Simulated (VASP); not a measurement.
# TiSi2 (Fddd) in VASP: relaxation of cell and atoms with PBE

Aim: the relaxation of cell and atoms of TiSi2 with PBE.

Everything below comes from runs of VASP 6.6.1. Logs are shortened: lines on timing, memory, paths and dates and some standing lists are left out, and cuts for length are marked.

## (1) The cell of the first run

The structure is orthorhombic, space group Fddd (No. 70). The conventional cell has a = 4.779 Å, b = 8.235 Å, c = 8.526 Å, α = 90.00°, β = 90.00°, γ = 90.00°. Within 3.4 Å of Ti (site symmetry 222) lie 10 Si at 2.55 to 2.78 Å and 4 Ti at 3.20 Å. Within 3.3 Å of Si (site symmetry 2) lie 9 Si at 2.52 to 3.20 Å and 5 Ti at 2.55 to 2.78 Å.

## (2) Relaxation of cell and atoms, PBE

INCAR

```
PREC     = Accurate       # precision mode
ENCUT    = 600            # plane-wave cutoff, eV
EDIFF    = 1E-7           # SCF threshold, eV
ISMEAR   = 0              # smearing method
SIGMA    = 0.1            # smearing width, eV
LREAL    = False          # projectors in reciprocal space
LASPH    = True           # aspherical terms in the spheres
NELM     = 100            # most SCF steps
ALGO     = Normal         # electronic algorithm
ISIF     = 3              # what is computed and relaxed
LWAVE    = False          # write WAVECAR
LCHARG   = False          # write CHGCAR
GGA      = PE             # functional
IBRION   = 2              # ionic algorithm
NSW      = 100            # ionic steps
EDIFFG   = -0.002         # ionic threshold
```

KPOINTS

```
Automatic mesh
0
Gamma
  10 10 10
```

POSCAR

```
TiSi2
1.0
    0.0000000000      4.1175163100      4.2628978400
    2.3895119500      0.0000000000      4.2628978400
    2.3895119500      4.1175163100      0.0000000000
Ti Si
2 4
Direct
    0.5000000000      0.5000000000      0.5000000000
    0.7500000000      0.7500000000      0.7500000000
    0.8374343900      0.1625656100      0.8374343900
    0.1625656100      0.8374343900      0.1625656100
    0.0874343900      0.4125656100      0.0874343900
    0.4125656100      0.0874343900      0.4125656100
```

Potentials or basis: VASP PAW PBE potentials, release 64 (Ti_sv, Si).

Command:

```console
$ cat potpaw_PBE.64/Ti_sv/POTCAR potpaw_PBE.64/Si/POTCAR > POTCAR
$ mpirun -np 1 vasp_std > vasp.out
```

OUTCAR:

```text
PREC = Accurate
   ENCUT = 600
   EDIFF = 1E-7
   ISMEAR = 0
   LREAL = False
   LASPH = True
   NELM = 100
   ISIF = 3
   GGA = PE
   IBRION = 2
   NSW = 100
   EDIFFG = -0.002

 ion  position               nearest neighbor table
   1  0.500  0.500  0.500-   5 2.55   6 2.55   5 2.55   6 2.55   4 2.74   4 2.74   3 2.74   3 2.74
                             4 2.78   3 2.78
   2  0.750  0.750  0.750-   3 2.55   4 2.55   3 2.55   4 2.55   5 2.74   6 2.74   5 2.74   6 2.74
                             6 2.78   5 2.78
   3  0.837  0.163  0.837-   6 2.52   6 2.52   2 2.55   2 2.55   4 2.68   1 2.74   1 2.74   1 2.78
                             4 2.79   4 2.79
   4  0.163  0.837  0.163-   5 2.52   5 2.52   2 2.55   2 2.55   3 2.68   1 2.74   1 2.74   1 2.78
                             3 2.79   3 2.79
   5  0.087  0.413  0.087-   4 2.52   4 2.52   1 2.55   1 2.55   6 2.68   2 2.74   2 2.74   2 2.78
                             6 2.79   6 2.79
   6  0.413  0.087  0.413-   3 2.52   3 2.52   1 2.55   1 2.55   5 2.68   2 2.74   2 2.74   2 2.78
                             5 2.79   5 2.79

  LATTYP: Found a face centered orthorhombic cell.
 ALAT       =     4.7790239000
 B/A-ratio  =     1.7231620499
 C/A-ratio  =     1.7840035661

  Lattice vectors:

 A1 = (   0.0000000000,   4.1175163100,   4.2628978400)
 A2 = (   2.3895119500,   0.0000000000,   4.2628978400)
 A3 = (   2.3895119500,   4.1175163100,   0.0000000000)

Analysis of symmetry for initial positions (statically):
=====================================================================
 Subroutine PRICEL returns:
 Original cell was already a primitive cell.

 Routine SETGRP: Setting up the symmetry group for a
 face centered orthorhombic supercell.

 Subroutine GETGRP returns: Found  8 space group operations
 (whereof  4 operations were pure point group operations)
 out of a pool of  8 trial point group operations.

The static configuration has the point symmetry D_2 .
 The point group associated with its full space group is D_2h.

Analysis of symmetry for dynamics (positions and initial velocities):
=====================================================================
 Subroutine PRICEL returns:
 Original cell was already a primitive cell.

 Routine SETGRP: Setting up the symmetry group for a
 face centered orthorhombic supercell.

 Subroutine GETGRP returns: Found  8 space group operations
 (whereof  4 operations were pure point group operations)
 out of a pool of  8 trial point group operations.

The dynamic configuration has the point symmetry D_2 .
 The point group associated with its full space group is D_2h.

 Subroutine INISYM returns: Found  8 space group operations
 (whereof  4 operations are pure point group operations),
[... 111 lines left out ...]
   ISYM   =      2    0-nonsym 1-usesym 2-fastsym
   POTIM  = 0.5000    time-step for ionic-motion
   TEBEG  =    0.0;   TEEND  =   0.0 temperature during run
   PSTRESS=    0.0 pullay stress
   NELECT =      40.0000    total number of electrons
   NUPDOWN=      -1.0000    fix difference up-down
   EMIN   =  10.00;   EMAX   =-10.00  energy-range for DOS
   EFERMI =   0.00;   METHOD = LEGACY
   ISMEAR =     0;   SIGMA  =   0.10  broadening in eV -4-tet -1-fermi 0-gaus
   EFERMI_NEDOS =   21; number of points for ismear=-14 and -15
   IALGO  =     38    algorithm
   IMIX   =      4    mixing-type and parameters
     AMIX     =   0.40;   BMIX     =  1.00
     AMIX_MAG =   1.60;   BMIX_MAG =  1.00
  volume/ion in A,a.u.               =      13.98        94.35
  Fermi-wavevector in a.u.,A,eV,Ry     =   1.278994  2.416947 22.256742  1.635824
  Thomas-Fermi vector in A             =   2.411504
   LORBIT       =      0    0 simple, 1 ext, 2 COOP (PROOUT), +10 PAW based schemes
   GGA     = PE    functional components
   LHFCALC =     F    Hartree Fock is set to
   AEXX    =    0.0000 exact exchange contribution
   IVDW    =     0    specifies the selected vdW correction
   LEPSILON=     F    determine dielectric tensor
   LRPA    =     F    only Hartree local field effects (RPA)
 conjugate gradient relaxation of ions
 non-spin polarized calculation
 Gauss-broadening in eV      SIGMA  =   0.10
  energy-cutoff  :      600.00
  volume of cell :       83.88
 maximum number of plane-waves:      2850
   NGX = 23   NGY = 19   NGZ = 19

--------------------------------------- Ionic step        1  -------------------------------------------

 number of electron      39.9999999 magnetization

 Free energy of the ion-electron system (eV)
  ---------------------------------------------------
  ext. energy  EPLUGINS =         0.00000000
  ---------------------------------------------------
  free energy    TOTEN  =       -40.70207162 eV

  energy without entropy =      -40.69099677  energy(sigma->0) =      -40.69653419

------------------------ aborting loop because EDIFF is reached ----------------------------------------

  FORCE on cell =-STRESS in cart. coord.  units (eV):
  Direction    XX          YY          ZZ          XY          YZ          ZX
  --------------------------------------------------------------------------------------
  -------------------------------------------------------------------------------------
  Total        1.2034452      0.8469287      1.1735787      0.0000000      0.0000000      0.0000000
  in kB       22.9856847     16.1762548     22.4152383      0.0000000      0.0000000      0.0000000
  external PRESSURE =      20.5257259 kB  Pullay stress =       0.0000000 kB
[... 27 lines left out ...]
--------------------------------------- Ionic step        2  -------------------------------------------

 number of electron      40.0000000 magnetization

 E-fermi :   9.8799     XC(G=0): -11.6224

 val. band max:        9.8790662530   @ k =   0.0000   0.2000   0.2000
 cond. band min:       9.8895653660   @ k =  -0.1000   0.3000   0.4000
 fundamental gap:      0.0104991130
 Fermi energy:         9.8799472078

 k-point     1 :       0.0000    0.0000    0.0000
  band No.  band energies     occupation
      1     -46.4708      2.00000
      2     -46.4454      2.00000
      3     -22.8349      2.00000
      4     -22.8298      2.00000
      5     -22.7531      2.00000
      6     -22.7392      2.00000
[... 878 lines left out ...]
--------------------------------------- Ionic step        8  -------------------------------------------

 number of electron      39.9999999 magnetization

 Free energy of the ion-electron system (eV)
  ---------------------------------------------------
  ext. energy  EPLUGINS =         0.00000000
  ---------------------------------------------------
  free energy    TOTEN  =       -40.70989807 eV

  energy without entropy =      -40.69886596  energy(sigma->0) =      -40.70438202

 E-fermi :  10.0184     XC(G=0): -11.6746

 val. band max:       10.0141408135   @ k =  -0.2000   0.3000   0.2000
 cond. band min:      10.0240224085   @ k =  -0.1000   0.3000   0.4000
 fundamental gap:      0.0098815950
 Fermi energy:        10.0183938517

 k-point     1 :       0.0000    0.0000    0.0000
  band No.  band energies     occupation
      1     -46.2896      2.00000
      2     -46.2627      2.00000
      3     -22.6603      2.00000
      4     -22.6553      2.00000
      5     -22.5767      2.00000
      6     -22.5623      2.00000
[... 672 lines left out ...]
  FREE ENERGIE OF THE ION-ELECTRON SYSTEM (eV)
  ---------------------------------------------------
  free  energy   TOTEN  =       -40.7098980699 eV

  energy  without entropy=      -40.6988659606  energy(sigma->0) =      -40.70438202

 reached required accuracy - stopping structural energy minimisation
```

OSZICAR:

```text
N       E                     dE             d eps       ncg     rms          rms(c)
DAV:   1     0.406743058878E+03    0.40674E+03   -0.21014E+04  8208   0.195E+03
DAV:   2     0.883299622159E+01   -0.39791E+03   -0.39481E+03  8216   0.524E+02
DAV:   3    -0.406977711316E+02   -0.49531E+02   -0.48825E+02 14760   0.144E+02
[... 73 lines left out ...]
DAV:   1    -0.407099196649E+02   -0.25823E-04   -0.13667E-03  9768   0.407E-01    0.367E-02
DAV:   2    -0.407099050489E+02    0.14616E-04   -0.14595E-04 10608   0.118E-01    0.180E-02
DAV:   3    -0.407098996909E+02    0.53580E-05   -0.19118E-05 11720   0.327E-02    0.877E-03
DAV:   4    -0.407098981581E+02    0.15327E-05   -0.66797E-06 13344   0.220E-02    0.283E-03
DAV:   5    -0.407098980699E+02    0.88252E-07   -0.97681E-07 10232   0.919E-03
   8 F= -.40709898E+02 E0= -.40704382E+02  d E =-.420435E-05
```

CONTCAR:

```text
TiSi2
   1.00000000000000
     0.0000000000000000    4.1351085903875449    4.2793943743014360
     2.4034846678576041    0.0000000000000000    4.2793943743014360
     2.4034846678576041    4.1351085903875449    0.0000000000000000
  Ti              Si
     2     4
Direct
     0.5000000000000000    0.5000000000000000    0.5000000000000000
     0.7500000000000000    0.7500000000000000    0.7500000000000000
     0.8368427851809819    0.1631572148190181    0.8368427851809819
     0.1631572148190181    0.8368427851809819    0.1631572148190181
     0.0868427851809819    0.4131572148190181    0.0868427851809819
     0.4131572148190181    0.0868427851809819    0.4131572148190181

  0.00000000E+00  0.00000000E+00  0.00000000E+00
  0.00000000E+00  0.00000000E+00  0.00000000E+00
  0.00000000E+00  0.00000000E+00  0.00000000E+00
  0.00000000E+00  0.00000000E+00  0.00000000E+00
  0.00000000E+00  0.00000000E+00  0.00000000E+00
  0.00000000E+00  0.00000000E+00  0.00000000E+00
```

It took 24 min on 1 thread of Intel Xeon Platinum 8488C (Sapphire Rapids), shared host; peak memory 0.55 GiB.

What came out:

| Quantity | Value |
| --- | --- |
| Free energy | -40.7099 eV |
| Relaxed volume | 14.18 Å³/atom |
| Relaxed cell | a = 5.951 Å, b = 4.908 Å, c = 4.783 Å, α = 75.75°, β = 53.07°, γ = 51.17° |
| Space group after relaxing (to 0.1 Å) | Fddd (No. 70) |
| Energy gained by relaxing | 1.3 meV/atom |
| Ionic steps | 8 |
| Pressure after relaxing | 0.0 GPa |
| Band gap on the k mesh | zero (bands 20 and 21 overlap by 1.82 eV) |

Step by step:
| step | energy change (eV) | largest force (eV/Å) | pressure (GPa) | volume (Å³) |
| --- | --- | --- | --- | --- |
| 1 | 0.0000 | 0.0350 | 2.05 | 83.88 |
| 2 | -0.0016 | 0.0110 | -1.72 | 86.08 |
| 3 | -0.0075 | 0.0219 | 0.01 | 85.03 |
| 4 | -0.0077 | 0.0178 | -0.01 | 85.08 |
| 5 | -0.0077 | 0.0178 | -0.01 | 85.08 |
| 6 | -0.0078 | 0.0122 | -0.01 | 85.07 |
| 7 | -0.0078 | 0.0014 | 0.01 | 85.05 |
| 8 | -0.0078 | 0.0008 | 0.00 | 85.06 |

Final structure:
```yaml
crystal:
  lattice:
    - [0.00000, 4.13511, 4.27939]
    - [2.40348, 0.00000, 4.27939]
    - [2.40348, 4.13511, 0.00000]
  atoms:
    - { symbol: Ti, position: [0.50000, 0.50000, 0.50000] }
    - { symbol: Ti, position: [0.75000, 0.75000, 0.75000] }
    - { symbol: Si, position: [0.83684, 0.16316, 0.83684] }
    - { symbol: Si, position: [0.16316, 0.83684, 0.16316] }
    - { symbol: Si, position: [0.08684, 0.41316, 0.08684] }
    - { symbol: Si, position: [0.41316, 0.08684, 0.41316] }
```

Levels at points of the mesh, in eV from the Fermi level:
| k point | band 17 | band 18 | band 19 | band 20 | band 21 | band 22 | band 23 | band 24 |
| --- | --- | --- | --- | --- | --- | --- | --- | --- |
| (0.00, 0.00, 0.00) | -2.24 | -2.06 | -1.77 | -1.36 | -0.90 | 2.03 | 3.06 | 3.25 |
| (0.50, 0.00, 0.00) | -1.91 | -1.04 | -0.01 | 0.15 | 0.98 | 1.36 | 1.67 | 2.21 |
| (0.50, 0.50, 0.00) | -1.56 | -1.56 | -0.96 | -0.96 | 0.76 | 0.76 | 3.17 | 3.17 |
| (0.50, 0.00, 0.50) | -2.33 | -2.33 | -0.85 | -0.85 | 1.26 | 1.26 | 3.22 | 3.22 |
| (0.00, 0.50, 0.50) | -1.14 | -1.14 | -0.64 | -0.64 | 0.86 | 0.86 | 2.25 | 2.25 |
